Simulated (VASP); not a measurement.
# Ga (Cmce) in VASP: further runs

Runs on Ga. Level: RPBE. Tasks: single point.

Everything below comes from runs of VASP 6.6.1. Logs are shortened: lines on timing, memory, paths and dates and some standing lists are left out, and cuts for length are marked.

### 1 The cell of the first run

The structure is orthorhombic, space group Cmce (No. 64). Conventional cell: a = 4.691 Å, b = 7.847 Å, c = 4.601 Å, α = 90.00°, β = 90.00°, γ = 90.00°. Ga (site symmetry m) has 7 Ga at 2.57 to 2.87 Å within 3.4 Å.

### 2 Single point, RPBE (21.17 Å³/atom)

Input file INCAR:

```
SYSTEM = Ga
PREC     = Accurate       ! precision mode
ENCUT    = 520            ! plane-wave cutoff, eV
EDIFF    = 1E-7           ! SCF threshold, eV
ISMEAR   = -1             ! smearing method
SIGMA    = 0.1            ! smearing width, eV
LREAL    = .FALSE.        ! projectors in reciprocal space
LASPH    = .TRUE.         ! aspherical terms in the spheres
NELM     = 100            ! most SCF steps
ALGO     = Normal         ! electronic algorithm
ISIF     = 2              ! what is computed and relaxed
LWAVE    = .FALSE.        ! write WAVECAR
LCHARG   = .TRUE.         ! write CHGCAR
GGA      = RP             ! functional
LELF     = .TRUE.         ! ELF
LVHAR    = .TRUE.       
NBANDS   = 34             ! bands
```

Input file KPOINTS:

```
regular mesh
0
G
  10 10 9
  0 0 0
```

Input file POSCAR:

```
Ga
1.0
    2.3452650265     -3.9234499101      0.0000000000
    2.3452650265      3.9234499101      0.0000000000
    0.0000000000      0.0000000000      4.6011853829
Ga
4
Direct
    0.8438269408      0.1561730592      0.0823280072
    0.6561730592      0.3438269408      0.5823280072
    0.1561730592      0.8438269408      0.9176719928
    0.3438269408      0.6561730592      0.4176719928
```

Potentials or basis: VASP PAW PBE potentials, release 64 (Ga_d).

On the command line:

```
$ cat potpaw_PBE.64/Ga_d/POTCAR > POTCAR
$ mpirun -np 1 vasp_std > vasp.out
```

OUTCAR:

```text
SYSTEM = Ga
   PREC = Accurate
   ENCUT = 520
   EDIFF = 1E-7
   ISMEAR = -1
   LREAL = .FALSE.
   LASPH = .TRUE.
   NELM = 100
   ISIF = 2
   GGA = RP

 ion  position               nearest neighbor table
   1  0.844  0.156  0.082-   3 2.57   2 2.73   2 2.73   4 2.81   4 2.81   3 2.87   3 2.87
   2  0.656  0.344  0.582-   4 2.57   1 2.73   1 2.73   3 2.81   3 2.81   4 2.87   4 2.87
   3  0.156  0.844  0.918-   1 2.57   4 2.73   4 2.73   2 2.81   2 2.81   1 2.87   1 2.87
   4  0.344  0.656  0.418-   2 2.57   3 2.73   3 2.73   1 2.81   1 2.81   2 2.87   2 2.87

  LATTYP: Found a base centered orthorhombic cell.
 ALAT       =     4.6905300530
 B/A-ratio  =     1.6729238981
 C/A-ratio  =     0.9809521165

  Lattice vectors:

 A1 = (   2.3452650265,  -3.9234499101,   0.0000000000)
 A2 = (   2.3452650265,   3.9234499101,   0.0000000000)
 A3 = (   0.0000000000,   0.0000000000,   4.6011853829)

Analysis of symmetry for initial positions (statically):
=====================================================================
 Subroutine PRICEL returns:
 Original cell was already a primitive cell.

 Routine SETGRP: Setting up the symmetry group for a
 base centered orthorhombic supercell.

 Subroutine GETGRP returns: Found  8 space group operations
 (whereof  4 operations were pure point group operations)
 out of a pool of  8 trial point group operations.

The static configuration has the point symmetry C_2h.
 The point group associated with its full space group is D_2h.

Analysis of symmetry for dynamics (positions and initial velocities):
=====================================================================
 Subroutine PRICEL returns:
 Original cell was already a primitive cell.

 Routine SETGRP: Setting up the symmetry group for a
 base centered orthorhombic supercell.

 Subroutine GETGRP returns: Found  8 space group operations
 (whereof  4 operations were pure point group operations)
 out of a pool of  8 trial point group operations.

The dynamic configuration has the point symmetry C_2h.
 The point group associated with its full space group is D_2h.

 Subroutine INISYM returns: Found  8 space group operations
 (whereof  4 operations are pure point group operations),
 and found     1 'primitive' translations

----------------------------------------------------------------------------------------

                                     Primitive cell

  volume of cell :      84.6759

  direct lattice vectors                    reciprocal lattice vectors
     2.345265026 -3.923449910  0.000000000     0.213195521 -0.127438864  0.000000000
     2.345265026  3.923449910  0.000000000     0.213195521  0.127438864  0.000000000
     0.000000000  0.000000000  4.601185383     0.000000000  0.000000000  0.217335299

  length of vectors
     4.570965679  4.570965679  4.601185383     0.248380745  0.248380745  0.217335299

  position of ions in fractional coordinates (direct lattice)
     0.843826941  0.156173059  0.082328007
     0.656173059  0.343826941  0.582328007
     0.156173059  0.843826941  0.917671993
     0.343826941  0.656173059  0.417671993

  ion indices of the primitive-cell ions
   primitive index   ion index
                 1           1
                 2           2
                 3           3
                 4           4

----------------------------------------------------------------------------------------

 KPOINTS: regular mesh

Automatic generation of k-mesh.
 Grid dimensions read from file:
 generate k-points for:   10   10    9

 Generating k-lattice:

  Cartesian coordinates                     Fractional coordinates (reciprocal lattice)
     0.021319552 -0.012743886  0.000000000     0.100000000  0.000000000  0.000000000
     0.021319552  0.012743886  0.000000000     0.000000000  0.100000000  0.000000000
     0.000000000  0.000000000  0.024148367     0.000000000  0.000000000  0.111111111

  Length of vectors
     0.024838074  0.024838074  0.024148367

  Shift w.r.t. Gamma in fractional coordinates (k-lattice)
     0.000000000  0.000000000  0.000000000

 Subroutine IBZKPT returns following result:
 ===========================================

 Found    155 irreducible k-points:

 Following reciprocal coordinates:
            Coordinates               Weight
  0.000000  0.000000  0.000000      1.000000
  0.100000 -0.000000  0.000000      4.000000
  0.200000 -0.000000  0.000000      4.000000
  0.300000 -0.000000  0.000000      4.000000
  0.400000 -0.000000  0.000000      4.000000
  0.500000 -0.000000  0.000000      2.000000
[... 16 lines left out ...]
  0.300000  0.300000  0.000000      2.000000
  0.400000  0.300000  0.000000      4.000000
 [... further k-points ...]
   k-points           NKPTS =    155   k-points in BZ     NKDIM =    155   number of bands    NBANDS=     34
   number of dos      NEDOS =    301   number of ions     NIONS =      4
   total plane-waves  NPLWV =  46656
   dimension x,y,z NGX =    36 NGY =   36 NGZ =   36
   dimension x,y,z NGXF=    72 NGYF=   72 NGZF=   72
   ions per type =               4
   NGX,Y,Z   is equivalent  to a cutoff of  13.09, 13.09, 13.01 a.u.
   NGXF,Y,Z  is equivalent  to a cutoff of  26.19, 26.19, 26.01 a.u.
 SYSTEM =  Ga
   PREC   = accura    normal or accurate (medium, high low for compatibility)
   ISTART =      0    job   : 0-new  1-cont  2-samecut
   ICHARG =      2    charge: 1-file 2-atom 10-const
   ISPIN  =      1    spin polarized calculation?
   LNONCOLLINEAR =      F non collinear calculations
   LSORBIT =      F    spin-orbit coupling
   LASPH  =      T    aspherical Exc in radial PAW
   ENCUT  =  520.0 eV  38.22 Ry    6.18 a.u.   8.50  8.50  8.56*2*pi/ulx,y,z
   NELM   =    100;   NELMIN=  2; NELMDL= -5     # of ELM steps
   EDIFF  = 0.1E-06   stopping-criterion for ELM
   LREAL  =      F    real-space projection
   EDIFFG = 0.1E-05   stopping-criterion for IOM
   NSW    =      0    number of steps for IOM
   IBRION =     -1    ionic relax: 0-MD 1-quasi-New 2-CG
   NFREE  =      0    steps in history (QN), initial steepest desc. (CG)
   ISIF   =      2    stress and relaxation
   ISYM   =      2    0-nonsym 1-usesym 2-fastsym
   POTIM  = 0.5000    time-step for ionic-motion
   TEBEG  =    0.0;   TEEND  =   0.0 temperature during run
   PSTRESS=    0.0 pullay stress
   NELECT =      52.0000    total number of electrons
   NUPDOWN=      -1.0000    fix difference up-down
   EMIN   =  10.00;   EMAX   =-10.00  energy-range for DOS
   EFERMI =   0.00;   METHOD = LEGACY
   ISMEAR =    -1;   SIGMA  =   0.10  broadening in eV -4-tet -1-fermi 0-gaus
   EFERMI_NEDOS =   21; number of points for ismear=-14 and -15
   IALGO  =     38    algorithm
   IMIX   =      4    mixing-type and parameters
     AMIX     =   0.40;   BMIX     =  1.00
     AMIX_MAG =   1.60;   BMIX_MAG =  1.00
  volume/ion in A,a.u.               =      21.17       142.86
  Fermi-wavevector in a.u.,A,eV,Ry     =   1.391520  2.629591 26.345329  1.936327
  Thomas-Fermi vector in A             =   2.515351
   LORBIT       =      0    0 simple, 1 ext, 2 COOP (PROOUT), +10 PAW based schemes
   GGA     = RP    functional components
   LHFCALC =     F    Hartree Fock is set to
   AEXX    =    0.0000 exact exchange contribution
   IVDW    =     0    specifies the selected vdW correction
   LEPSILON=     F    determine dielectric tensor
   LRPA    =     F    only Hartree local field effects (RPA)
 non-spin polarized calculation
  energy-cutoff  :      520.00
  volume of cell :       84.68
 maximum number of plane-waves:      2305
 NGX is ok and might be reduce to    36
   NGX = 17   NGY = 17   NGZ = 17

 number of electron      52.0000027 magnetization

 Free energy of the ion-electron system (eV)
  ---------------------------------------------------
  ext. energy  EPLUGINS =         0.00000000
  ---------------------------------------------------
  free energy    TOTEN  =       -10.21695461 eV

  energy without entropy =      -10.18169969  energy(sigma->0) =      -10.19932715

 E-fermi :   4.4733     XC(G=0): -10.1310

 val. band max:        4.4580787915   @ k =   0.5000   0.4000   0.4444
 cond. band min:       4.4790721233   @ k =   0.1000  -0.0000   0.0000
 fundamental gap:      0.0209933318
 Fermi energy:         4.4732723621

 k-point     1 :       0.0000    0.0000    0.0000
  band No.  band energies     occupation
      1     -10.5593      2.00000
      2     -10.5583      2.00000
      3     -10.5383      2.00000
      4     -10.5208      2.00000
      5     -10.4931      2.00000
      6     -10.4790      2.00000
[... 26 lines left out ...]
     33      11.0919      0.00000
     34      11.5731      0.00000

 k-point     2 :       0.1000   -0.0000    0.0000
  band No.  band energies     occupation
      1     -10.5598      2.00000
      2     -10.5558      2.00000
      3     -10.5399      2.00000
      4     -10.5243      2.00000
      5     -10.4886      2.00000
      6     -10.4765      2.00000
[... 26 lines left out ...]
     33      11.1581      0.00000
     34      11.4527      0.00000

 k-point     3 :       0.2000   -0.0000    0.0000
  band No.  band energies     occupation
      1     -10.5608      2.00000
      2     -10.5462      2.00000
      3     -10.5453      2.00000
      4     -10.5320      2.00000
      5     -10.4859      2.00000
      6     -10.4624      2.00000
[... 26 lines left out ...]
     33      10.5804      0.00000
     34      11.3560      0.00000
[... 704 lines left out ...]
 k-point    23 :       0.3000    0.3000    0.0000
  band No.  band energies     occupation
      1     -10.6003      2.00000
      2     -10.5552      2.00000
      3     -10.5469      2.00000
      4     -10.5116      2.00000
      5     -10.5071      2.00000
      6     -10.4453      2.00000
[... 26 lines left out ...]
     33      12.7563      0.00000
     34      13.0202      0.00000

 k-point    24 :       0.4000    0.3000    0.0000
  band No.  band energies     occupation
      1     -10.6041      2.00000
      2     -10.5650      2.00000
      3     -10.5466      2.00000
      4     -10.5064      2.00000
      5     -10.4887      2.00000
      6     -10.4710      2.00000
[... 26 lines left out ...]
     33      12.8398      0.00000
     34      13.1342      0.00000

 [... further k-points ...]

------------------------ aborting loop because EDIFF is reached ----------------------------------------

  FORCE on cell =-STRESS in cart. coord.  units (eV):
  Direction    XX          YY          ZZ          XY          YZ          ZX
  --------------------------------------------------------------------------------------
  -------------------------------------------------------------------------------------
  Total       -0.0560410      0.0319280      0.1796982      0.0000000      0.0000000      0.0000000
  in kB       -1.0603691      0.6041197      3.4001226      0.0000000      0.0000000      0.0000000
  external PRESSURE =       0.9812910 kB  Pullay stress =       0.0000000 kB

 VOLUME and BASIS-vectors are now :
 -----------------------------------------------------------------------------
  energy-cutoff  :      520.00
  volume of cell :       84.68
      direct lattice vectors                 reciprocal lattice vectors
     2.345265026 -3.923449910  0.000000000     0.213195521 -0.127438864  0.000000000
     2.345265026  3.923449910  0.000000000     0.213195521  0.127438864  0.000000000
     0.000000000  0.000000000  4.601185383     0.000000000  0.000000000  0.217335299

 POSITION                                       TOTAL-FORCE (eV/Angst)
 -----------------------------------------------------------------------------------
      2.34527     -2.69798      0.37881         0.000000      0.016633      0.000507
      2.34527     -1.22547      2.67940         0.000000     -0.016633      0.000507
      2.34527      2.69798      4.22238         0.000000     -0.016633     -0.000507
      2.34527      1.22547      1.92179         0.000000      0.016633     -0.000507
 -----------------------------------------------------------------------------------
    total drift:                                0.000000     -0.000000     -0.000000

  FREE ENERGIE OF THE ION-ELECTRON SYSTEM (eV)
  ---------------------------------------------------
  free  energy   TOTEN  =       -10.2169546084 eV

  energy  without entropy=      -10.1816996865  energy(sigma->0) =      -10.19932715
```

It took 3.4 min on 1 thread of Intel Xeon 6975P-C (Granite Rapids), shared host; peak memory 0.42 GiB.

What came out:

```
Free energy            : -10.2170 eV
Pressure               : 0.1 GPa
Largest force          : 0.017 eV/Å
Band gap on the k mesh : zero (bands 26 and 27 overlap by 0.97 eV)
```

Forces in eV/Å, atoms in the order of the input:
```
Ga   0.000  0.017  0.001
Ga   0.000 -0.017  0.001
Ga   0.000 -0.017 -0.001
Ga   0.000  0.017 -0.001
```

Caveat: the PAW data sets were made with another functional, which shifts forces and pressure a little.

### 3 Single point, RPBE (22.02 Å³/atom)

This run uses another cell than the first one, of 22.02 Å³/atom.

Input file INCAR:

```
ALGO = Normal ; EDIFF = 1E-6
ENCUT = 520 ; GGA = RP
ISIF = 2 ; ISMEAR = -1
LASPH = True ; LCHARG = True
LELF = True ; LREAL = False
LVHAR = True ; LWAVE = False
NBANDS = 34 ; NELM = 100
PREC = Accurate ; SIGMA = 0.1
```

Input file KPOINTS:

```
k-points
0
Gamma
  10 10 9
```

Input file POSCAR:

```
Ga
1.0
    2.3761273160     -3.9750801719      0.0000000000
    2.3761273160      3.9750801719      0.0000000000
    0.0000000000      0.0000000000      4.6617342394
Ga
4
Direct
    0.8438269408      0.1561730592      0.0823280072
    0.6561730592      0.3438269408      0.5823280072
    0.1561730592      0.8438269408      0.9176719928
    0.3438269408      0.6561730592      0.4176719928
```

Potentials or basis: VASP PAW PBE potentials, release 64 (Ga_d).

On the command line:

```
$ cat potpaw_PBE.64/Ga_d/POTCAR > POTCAR
$ mpirun -np 1 vasp_std > vasp.out
```

It took 2.6 min on 1 thread of Intel Xeon 6975P-C (Granite Rapids), shared host; peak memory 0.43 GiB.

It converged, with:

- Free energy: -10.2026 eV
- Pressure: -1.4 GPa
- Largest force: 0.039 eV/Å
- Band gap on the k mesh: zero (bands 26 and 27 overlap by 0.98 eV)

Forces in eV/Å, atoms in the order of the input:
```
Ga   0.000  0.039 -0.003
Ga   0.000 -0.039 -0.003
Ga   0.000 -0.039  0.003
Ga   0.000  0.039  0.003
```

Stress tensor (GPa, compression positive):
```
-1.53  0.00  0.00
 0.00 -1.49  0.00
 0.00  0.00 -1.17
```

Levels at points of the mesh, in eV from the Fermi level:
```csv
k point,band 24,band 25,band 26,band 27,band 28,band 29
"(0.00, 0.00, 0.00)",-2.18,-1.52,-0.54,0.78,0.91,1.11
"(0.50, 0.00, 0.00)",-3.34,-1.04,-1.04,0.82,0.82,3.72
"(0.50, 0.50, 0.00)",-2.90,-1.66,-1.20,1.16,1.44,2.81
```

Caveat: the PAW data sets were made with another functional, which shifts forces and pressure a little.

The gap in the log of VASP goes by the Fermi energy; the results here count the filled bands.